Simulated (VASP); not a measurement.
# C (Fd-3m) in VASP: further runs

Runs on C. Level: PBEsol. Tasks: single point.

All numbers are computed with VASP 6.6.1; they aren't measurements. Logs are shortened: lines on timing, memory, paths and dates and some standing lists are left out, and cuts for length are marked.

## Step 1: The cell of the first run

The structure is cubic, space group Fd-3m (No. 227). The conventional cell has a = 3.554 Å, b = 3.554 Å, c = 3.554 Å, α = 90.00°, β = 90.00°, γ = 90.00°. C (site symmetry -43m) has 4 C at 1.54 Å within 2.1 Å.

## Step 2: Single point, PBEsol

Contents of INCAR:

```
PREC = Accurate
ENCUT = 520
EDIFF = 1E-6
ISMEAR = -1
SIGMA = 0.1
LREAL = F
LASPH = T
NELM = 80
ALGO = Normal
ISIF = 2
LWAVE = F
LCHARG = F
GGA = PS
NBANDS = 11
ISYM = 0
```

Contents of KPOINTS:

```
regular mesh
0
Gamma
  25 25 29
```

Contents of POSCAR:

```
C
1.0
   -1.2564607029      1.2564626494      1.7768643215
    1.2564626494     -1.2564607029      1.7768643215
    1.2564596046      1.2564596046     -1.7768607566
C
2
Direct
    0.0000001517      0.9999998483      0.0000000000
    0.7499998483      0.2500001517      0.5000000000
```

Potentials or basis: VASP PAW PBE potentials, release 64 (C).

Command:

```bash
$ cat potpaw_PBE.64/C/POTCAR > POTCAR
$ mpirun -np 1 vasp_std > vasp.out
```

OUTCAR:

```text
PREC = Accurate
   ENCUT = 520
   EDIFF = 1E-6
   ISMEAR = -1
   LREAL = F
   LASPH = T
   NELM = 80
   ISIF = 2
   GGA = PS
   ISYM = 0

 ion  position               nearest neighbor table
   1  0.000  1.000  0.000-   2 1.54   2 1.54   2 1.54   2 1.54
   2  0.750  0.250  0.500-   1 1.54   1 1.54   1 1.54   1 1.54

IMPORTANT INFORMATION: All symmetrisations will be switched off!
NOSYMM: (Re-)initialisation of all symmetry stuff for point group C_1.

----------------------------------------------------------------------------------------

                                     Primitive cell

  volume of cell :      11.2205

  direct lattice vectors                    reciprocal lattice vectors
    -1.256460703  1.256462649  1.776864321    -0.000000225  0.397942672  0.281394368
     1.256462649 -1.256460703  1.776864321     0.397942672 -0.000000225  0.281394368
     1.256459605  1.256459605 -1.776860757     0.397943245  0.397943245 -0.000000436

  length of vectors
     2.512894487  2.512894487  2.512889895     0.487381945  0.487381945  0.562776735

  position of ions in fractional coordinates (direct lattice)
     0.000000152  0.999999848  1.000000000
     0.749999848  0.250000152  0.500000000

  ion indices of the primitive-cell ions
   primitive index   ion index
                 1           1
                 2           2

----------------------------------------------------------------------------------------

 KPOINTS: regular mesh

Automatic generation of k-mesh.
 Grid dimensions read from file:
 generate k-points for:   25   25   29

 Generating k-lattice:

  Cartesian coordinates                     Fractional coordinates (reciprocal lattice)
    -0.000000009  0.015917707  0.011255775     0.040000000 -0.000000000  0.000000000
     0.015917707 -0.000000009  0.011255775    -0.000000000  0.040000000  0.000000000
     0.013722181  0.013722181 -0.000000015     0.000000000  0.000000000  0.034482759

  Length of vectors
     0.019495278  0.019495278  0.019406094

  Shift w.r.t. Gamma in fractional coordinates (k-lattice)
     0.000000000  0.000000000  0.000000000

 -----------------------------------------------------------------------------
|                                                                             |
|           W    W    AA    RRRRR   N    N  II  N    N   GGGG   !!!           |
|           W    W   A  A   R    R  NN   N  II  NN   N  G    G  !!!           |
|           W    W  A    A  R    R  N N  N  II  N N  N  G       !!!           |
|           W WW W  AAAAAA  RRRRR   N  N N  II  N  N N  G  GGG   !            |
|           WW  WW  A    A  R   R   N   NN  II  N   NN  G    G                |
|           W    W  A    A  R    R  N    N  II  N    N   GGGG   !!!           |
|                                                                             |
|     Your reciprocal lattice and k-lattice belong to different lattice       |
|     classes:                                                                |
|                                                                             |
|        The reciprocal lattice is body-centered tetragonal,                  |
|        whereas your k-lattice is base-centered monoclinic.                  |
|                                                                             |
|     Results are often still useful ...                                      |
|                                                                             |
 -----------------------------------------------------------------------------

 WARNING: IBZKPT: internal override: KBLOWUP is changed to .FALSE.
      ... skipping the blow-up phase ...

 Subroutine IBZKPT returns following result:
 ===========================================

 Found   9063 irreducible k-points:

 Following reciprocal coordinates:
            Coordinates               Weight
  0.000000  0.000000  0.000000      1.000000
  0.040000  0.000000 -0.000000      2.000000
  0.080000  0.000000 -0.000000      2.000000
  0.120000 -0.000000  0.000000      2.000000
  0.160000  0.000000 -0.000000      2.000000
  0.200000 -0.000000  0.000000      2.000000
[... 16 lines left out ...]
  0.360000  0.040000  0.000000      2.000000
  0.400000  0.040000 -0.000000      2.000000
 [... further k-points ...]
   k-points           NKPTS =   9063   k-points in BZ     NKDIM =   9063   number of bands    NBANDS=     11
   number of dos      NEDOS =    301   number of ions     NIONS =      2
   total plane-waves  NPLWV =   8000
   dimension x,y,z NGX =    20 NGY =   20 NGZ =   20
   dimension x,y,z NGXF=    40 NGYF=   40 NGZF=   40
   ions per type =               2
   NGX,Y,Z   is equivalent  to a cutoff of  13.23, 13.23, 13.23 a.u.
   NGXF,Y,Z  is equivalent  to a cutoff of  26.46, 26.46, 26.46 a.u.
 SYSTEM =  unknown system
   PREC   = accura    normal or accurate (medium, high low for compatibility)
   ISTART =      0    job   : 0-new  1-cont  2-samecut
   ICHARG =      2    charge: 1-file 2-atom 10-const
   ISPIN  =      1    spin polarized calculation?
   LNONCOLLINEAR =      F non collinear calculations
   LSORBIT =      F    spin-orbit coupling
   LASPH  =      T    aspherical Exc in radial PAW
   ENCUT  =  520.0 eV  38.22 Ry    6.18 a.u.   4.67  4.67  4.67*2*pi/ulx,y,z
   NELM   =     80;   NELMIN=  2; NELMDL= -5     # of ELM steps
   EDIFF  = 0.1E-05   stopping-criterion for ELM
   LREAL  =      F    real-space projection
   EDIFFG = 0.1E-04   stopping-criterion for IOM
   NSW    =      0    number of steps for IOM
   IBRION =     -1    ionic relax: 0-MD 1-quasi-New 2-CG
   NFREE  =      0    steps in history (QN), initial steepest desc. (CG)
   ISIF   =      2    stress and relaxation
   ISYM   =      0    0-nonsym 1-usesym 2-fastsym
   POTIM  = 0.5000    time-step for ionic-motion
   TEBEG  =    0.0;   TEEND  =   0.0 temperature during run
   PSTRESS=    0.0 pullay stress
   NELECT =       8.0000    total number of electrons
   NUPDOWN=      -1.0000    fix difference up-down
   EMIN   =  10.00;   EMAX   =-10.00  energy-range for DOS
   EFERMI =   0.00;   METHOD = LEGACY
   ISMEAR =    -1;   SIGMA  =   0.10  broadening in eV -4-tet -1-fermi 0-gaus
   EFERMI_NEDOS =   21; number of points for ismear=-14 and -15
   IALGO  =     38    algorithm
   IMIX   =      4    mixing-type and parameters
     AMIX     =   0.40;   BMIX     =  1.00
     AMIX_MAG =   1.60;   BMIX_MAG =  1.00
  volume/ion in A,a.u.               =       5.61        37.86
  Fermi-wavevector in a.u.,A,eV,Ry     =   1.462516  2.763755 29.102233  2.138954
  Thomas-Fermi vector in A             =   2.578720
   LORBIT       =      0    0 simple, 1 ext, 2 COOP (PROOUT), +10 PAW based schemes
   GGA     = PS    functional components
   LHFCALC =     F    Hartree Fock is set to
   AEXX    =    0.0000 exact exchange contribution
   IVDW    =     0    specifies the selected vdW correction
   LEPSILON=     F    determine dielectric tensor
   LRPA    =     F    only Hartree local field effects (RPA)
 non-spin polarized calculation
  energy-cutoff  :      520.00
  volume of cell :       11.22
 maximum number of plane-waves:       318
   NGX =  9   NGY =  9   NGZ =  9

 number of electron       7.9999999 magnetization

 Free energy of the ion-electron system (eV)
  ---------------------------------------------------
  ext. energy  EPLUGINS =         0.00000000
  ---------------------------------------------------
  free energy    TOTEN  =       -19.24971877 eV

  energy without entropy =      -19.24971877  energy(sigma->0) =      -19.24971877

 E-fermi :  11.7753     XC(G=0): -13.4869

 val. band max:        9.8682955533   @ k =   0.0000   0.0000   0.0000
 cond. band min:      13.8972738558   @ k =  -0.3600   0.3600   0.0000
 fundamental gap:      4.0289783026
 Fermi energy:        11.7753446644

 k-point     1 :       0.0000    0.0000    0.0000
  band No.  band energies     occupation
      1     -11.8013      2.00000
      2       9.8679      2.00000
      3       9.8680      2.00000
      4       9.8683      2.00000
      5      15.4370      0.00000
      6      15.4373      0.00000
      7      15.4373      0.00000
      8      23.4864      0.00000
      9      28.9665      0.00000
     10      36.4560      0.00000
     11      36.4572      0.00000

 k-point     2 :       0.0400    0.0000   -0.0000
  band No.  band energies     occupation
      1     -11.7565      2.00000
      2       9.5453      2.00000
      3       9.7858      2.00000
      4       9.7860      2.00000
      5      15.5439      0.00000
      6      15.5441      0.00000
      7      15.6406      0.00000
      8      23.5204      0.00000
      9      29.0466      0.00000
     10      35.4330      0.00000
     11      35.4340      0.00000

 k-point     3 :       0.0800    0.0000   -0.0000
  band No.  band energies     occupation
      1     -11.6222      2.00000
      2       8.7080      2.00000
      3       9.5618      2.00000
      4       9.5621      2.00000
      5      15.8376      0.00000
      6      15.8377      0.00000
      7      16.1239      0.00000
      8      23.6217      0.00000
      9      29.2705      0.00000
     10      34.2955      0.00000
     11      34.2964      0.00000

 k-point     4 :       0.1200   -0.0000    0.0000
  band No.  band energies     occupation
      1     -11.3988      2.00000
      2       7.5724      2.00000
      3       9.2456      2.00000
      4       9.2459      2.00000
      5      16.2539      0.00000
      6      16.2540      0.00000
      7      16.6871      0.00000
      8      23.7867      0.00000
      9      29.5889      0.00000
     10      33.3638      0.00000
     11      33.3646      0.00000

 k-point     5 :       0.1600    0.0000   -0.0000
  band No.  band energies     occupation
      1     -11.0869      2.00000
      2       6.2835      2.00000
      3       8.8866      2.00000
      4       8.8869      2.00000
      5      16.7218      0.00000
      6      16.7219      0.00000
      7      17.2124      0.00000
      8      24.0075      0.00000
      9      29.9273      0.00000
     10      32.6778      0.00000
     11      32.6785      0.00000
[... 211 lines left out ...]
 k-point    21 :       0.2800    0.0400   -0.0000
  band No.  band energies     occupation
      1      -9.3859      2.00000
      2       1.7357      2.00000
      3       7.2989      2.00000
      4       7.9917      2.00000
      5      17.7422      0.00000
      6      18.2763      0.00000
      7      18.4750      0.00000
      8      24.7718      0.00000
      9      30.6004      0.00000
     10      31.6259      0.00000
     11      33.2587      0.00000

 k-point    22 :       0.3200    0.0400    0.0000
  band No.  band energies     occupation
      1      -8.7112      2.00000
      2       0.4103      2.00000
      3       7.0896      2.00000
      4       7.6922      2.00000
      5      17.9797      0.00000
      6      18.3892      0.00000
      7      18.6654      0.00000
      8      25.0138      0.00000
      9      30.7165      0.00000
     10      32.1985      0.00000
     11      33.7632      0.00000

 k-point    23 :       0.3600    0.0400    0.0000
  band No.  band energies     occupation
      1      -7.9667      2.00000
      2      -0.8568      2.00000
      3       6.9379      2.00000
      4       7.4357      2.00000
      5      18.1450      0.00000
      6      18.4123      0.00000
      7      18.8083      0.00000
      8      25.2165      0.00000
      9      30.8906      0.00000
     10      33.0017      0.00000
     11      34.2795      0.00000

 k-point    24 :       0.4000    0.0400   -0.0000
  band No.  band energies     occupation
      1      -7.1722      2.00000
      2      -2.0373      2.00000
      3       6.8450      2.00000
      4       7.2276      2.00000
      5      18.2597      0.00000
      6      18.3797      0.00000
      7      18.9076      0.00000
      8      25.3608      0.00000
      9      31.1265      0.00000
     10      33.9495      0.00000
     11      34.4191      0.00000

 [... further k-points ...]

------------------------ aborting loop because EDIFF is reached ----------------------------------------

  FORCE on cell =-STRESS in cart. coord.  units (eV):
  Direction    XX          YY          ZZ          XY          YZ          ZX
  --------------------------------------------------------------------------------------
  -------------------------------------------------------------------------------------
  Total        0.0773907      0.0773912      0.0788563      0.0000265     -0.0000761     -0.0000756
  in kB       11.0506241     11.0506979     11.2599019      0.0037833     -0.0108712     -0.0107936
  external PRESSURE =      11.1204080 kB  Pullay stress =       0.0000000 kB

 VOLUME and BASIS-vectors are now :
 -----------------------------------------------------------------------------
  energy-cutoff  :      520.00
  volume of cell :       11.22
      direct lattice vectors                 reciprocal lattice vectors
    -1.256460703  1.256462649  1.776864321    -0.000000225  0.397942672  0.281394368
     1.256462649 -1.256460703  1.776864321     0.397942672 -0.000000225  0.281394368
     1.256459605  1.256459605 -1.776860757     0.397943245  0.397943245 -0.000000436

 POSITION                                       TOTAL-FORCE (eV/Angst)
 -----------------------------------------------------------------------------------
      1.25646     -1.25646      1.77686         0.000022     -0.000022     -0.000000
      0.00000      1.25646      0.88843        -0.000022      0.000022      0.000000
 -----------------------------------------------------------------------------------
    total drift:                                0.000000      0.000000      0.000000

  FREE ENERGIE OF THE ION-ELECTRON SYSTEM (eV)
  ---------------------------------------------------
  free  energy   TOTEN  =       -19.2497187704 eV

  energy  without entropy=      -19.2497187704  energy(sigma->0) =      -19.24971877
```

It took 5.8 min on 1 thread of Intel Xeon 6975P-C (Granite Rapids), shared host; peak memory 0.94 GiB.

What came out:

```yaml
Free_energy: -19.2497 eV
Pressure: 1.1 GPa
Band_gap_on_the_k_mesh: 4.03 eV (least direct gap 5.57 eV)
```

Caveat: the PAW data sets were made with another functional, which shifts forces and pressure a little; an odd mesh through Γ misses points on the zone boundary, where band edges can lie.

## Step 3: Single point, PBEsol

Contents of INCAR:

```
SYSTEM = C
PREC = Accurate
ENCUT = 520
EDIFF = 1E-6
ISMEAR = -1
SIGMA = 0.1
LREAL = .FALSE.
LASPH = .TRUE.
NELM = 100
ALGO = Normal
ISIF = 2
LWAVE = .FALSE.
LCHARG = .FALSE.
GGA = PS
NBANDS = 11
ISYM = 0
```

Contents of KPOINTS:

```
regular mesh
0
G
  17 17 12
  0 0 0
```

POSCAR is that of step 2.

Potentials or basis: VASP PAW PBE potentials, release 64 (C).

Command:

```bash
$ cat potpaw_PBE.64/C/POTCAR > POTCAR
$ mpirun -np 1 vasp_std > vasp.out
```

Wall time 1.7 min (1 thread of Intel Xeon 6975P-C (Granite Rapids), shared host); peak memory 0.26 GiB.

Results (log left out):

* Free energy: -19.2497 eV
* Pressure: 1.1 GPa
* Band gap on the k mesh: 4.03 eV (least direct gap 5.57 eV)

Levels at points of the mesh, in eV from the valence-band top:
```tsv
k point	band 1	band 2	band 3	band 4	band 5	band 6	band 7	band 8
(0.00, 0.00, 0.00)	-21.67	0.00	0.00	0.00	5.57	5.57	5.57	13.62
(0.00, 0.00, 0.50)	-12.85	-12.85	-6.40	-6.40	4.62	4.62	16.95	16.95
```

Caveat: the PAW data sets were made with another functional, which shifts forces and pressure a little.

## Step 4: Single point, PBEsol (6.06 Å³/atom)

This run uses another cell than the first one, of 6.06 Å³/atom.

Contents of INCAR:

```
ALGO = Normal
EDIFF = 1E-6
ENCUT = 520
GGA = PS
ISIF = 2
ISMEAR = -1
ISYM = 0
LASPH = T
LCHARG = F
LREAL = F
LWAVE = F
NBANDS = 11
NELM = 80
PREC = Accurate
SIGMA = 0.1
```

Contents of KPOINTS:

```
k-points
0
Gamma
  17 17 20
```

Contents of POSCAR:

```
C
1.0
   -1.2891105480      1.2891125450      1.8230371502
    1.2891125450     -1.2891105480      1.8230371502
    1.2891094211      1.2891094211     -1.8230334926
C
2
Direct
    0.0000001517      0.9999998483      0.0000000000
    0.7499998483      0.2500001517      0.5000000000
```

Command:

```bash
$ cat potpaw_PBE.64/C/POTCAR > POTCAR
$ mpirun -np 1 vasp_std > vasp.out
```

Run time: 2.8 min. Hardware: 1 thread of Intel Xeon 6975P-C (Granite Rapids), shared host; peak memory 0.39 GiB.

Results (log left out):

| Item | Value |
| --- | --- |
| Free energy | -19.1667 eV |
| Pressure | -29.3 GPa |
| Band gap on the k mesh | 3.86 eV (least direct gap 5.36 eV) |

Levels at points of the mesh, in eV from the valence-band top:
```
           k point  band 1  band 2  band 3  band 4  band 5  band 6  band 7  band 8  band 9
(0.00, 0.00, 0.00)  -20.65    0.00    0.00    0.00    5.36    5.36    5.36   11.90   18.13
(0.00, 0.00, 0.50)  -12.32  -12.32   -5.95   -5.95    4.46    4.46   15.81   15.81   21.89
```

Caveat: the cell stands under tension; the PAW data sets were made with another functional, which shifts forces and pressure a little.

## Step 5: The runs side by side

| cell | k mesh | gap on the mesh (eV) | pressure (GPa) |
| --- | --- | --- | --- |
| a = 2.513 Å, angles 120.0, 120.0, 90.0°, 2 atoms | 25 × 25 × 29 | 4.03 | 1.1 |
| a = 2.513 Å, angles 120.0, 120.0, 90.0°, 2 atoms | 17 × 17 × 12 | 4.03 | 1.1 |
| a = 2.578 Å, angles 120.0, 120.0, 90.0°, 2 atoms | 17 × 17 × 20 | 3.86 | -29.3 |

Alike in all rows: task single point; level PBEsol; potentials or basis VASP PAW PBE potentials, release 64 (C); no spin polarisation; cutoff (eV) 520; smearing fermi-dirac 0.1 eV.

Caveats: the PAW data sets were made with another functional, which shifts forces and pressure a little; an odd mesh through Γ misses points on the zone boundary, where band edges can lie (at least some runs); the cell stands under tension (at least some runs).

Total energies depend on the potentials used, so only differences within one code and one set of settings carry meaning.
